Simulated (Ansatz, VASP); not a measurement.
Two plane-wave programs on MnAs

Contents of INCAR:

```
PREC     = Accurate       # precision mode
ENCUT    = 520            # plane-wave cutoff, eV
EDIFF    = 1E-6           # SCF threshold, eV
ISMEAR   = -1             # smearing method
SIGMA    = 0.05           # smearing width, eV
LREAL    = F              # projectors in reciprocal space
LASPH    = T              # aspherical terms in the spheres
NELM     = 150            # most SCF steps
ALGO     = Normal         # electronic algorithm
ISIF     = 2              # what is computed and relaxed
LWAVE    = F              # write WAVECAR
LCHARG   = T              # write CHGCAR
ISPIN    = 2              # spin polarisation
MAGMOM   = 0 0 4 4        # initial moments
LORBIT   = 11             # projections on sites
LMAXMIX  = 4              # l up to which the mixer works
GGA      = RP             # functional
LELF     = T              # ELF
LVHAR    = T            
NBANDS   = 30             # bands
```

The input KPOINTS:

```
Automatic mesh
0
Gamma
  8 8 5
```

The input POSCAR:

```
MnAs
1.0
    3.7100000000      0.0000000000      0.0000000000
   -1.8550000000      3.2129542480      0.0000000000
    0.0000000000      0.0000000000      5.6910000000
As Mn
2 2
Direct
    0.6666666667      0.3333333333      0.7500000000
    0.3333333333      0.6666666667      0.2500000000
    0.0000000000      0.0000000000      0.5000000000
    0.0000000000      0.0000000000      0.0000000000
```

input.yaml

```yaml
crystal:
  lattice:
    - [3.71, 0.0, 0.0]
    - [-1.855, 3.212954248, 0.0]
    - [0.0, 0.0, 5.691]
  atoms:
    - { symbol: As, position: [0.6666666667, 0.3333333333, 0.75] }
    - { symbol: As, position: [0.3333333333, 0.6666666667, 0.25] }
    - { symbol: Mn, position: [0.0, 0.0, 0.5], spin: 4.0 }
    - { symbol: Mn, position: [0.0, 0.0, 0.0], spin: 4.0 }
hamiltonian:
  xc: rpbe
  pseudopotentials: { kind: paw }
magnetization:
  spin_polarized: true
kpoints:
  mp_grid: { grid: [8, 8, 5] }
  band_path:
    path:
      - [[0.0, 0.0, 0.0], [0.5, 0.0, 0.0], [0.3333333333, 0.3333333333, 0.0], [0.0, 0.0, 0.0], [0.0, 0.0, 0.5], [0.5, 0.0, 0.5], [0.3333333333, 0.3333333333, 0.5], [0.0, 0.0, 0.5]]
      - [[0.5, 0.0, 0.5], [0.5, 0.0, 0.0]]
      - [[0.3333333333, 0.3333333333, 0.0], [0.3333333333, 0.3333333333, 0.5]]
    npoints: 14
scf:
  occupations: { method: fermi_dirac, width: 0.05 }
  n_extra_bands: 10
output:
  forces: true
  stress: true
  eigenvalues: true
  fatbands: true
```

Alike in both runs: functional RPBE; k mesh 8 × 8 × 5; occupations fermi-dirac, width 0.05 eV; collinear spin.

```csv
,VASP,Ansatz
version,VASP 6.6.1,Ansatz 0.2.0
potentials or method,"VASP PAW PBE potentials, release 64 (As, Mn_pv)",Ansatz PAW
plane-wave cutoff (eV),520,420
valence electrons in the cell,36,60
task,single point,band structure
```

|  | VASP | Ansatz | Ansatz less VASP |
| --- | --- | --- | --- |
| gap on the k mesh at the Fermi level (eV) | none | none | - |
| pressure (GPa) | 0.2 | 0.1 | -0.10 |
| traceless stress, the component that is largest in VASP (GPa) | -1.54 | -1.55 | -0.009 |
| net moment per atom (μB) | 1.60 | 1.60 | +0.002 |
| size of the moment on the site where the two differ most (μB) | 3.26 | 3.21 | -0.045 |

VASP's potentials were made for PBE, not for RPBE. Site moments also hang on the region over which each program counts them. A gap of «none» marks a metal or a gap that the smearing closes. The functional is the same, so the differences come from potentials, cutoffs and numerics. VASP's potentials hold 36 valence electrons a cell and Ansatz's 60, so a difference there can come from the potentials and not from the codes.
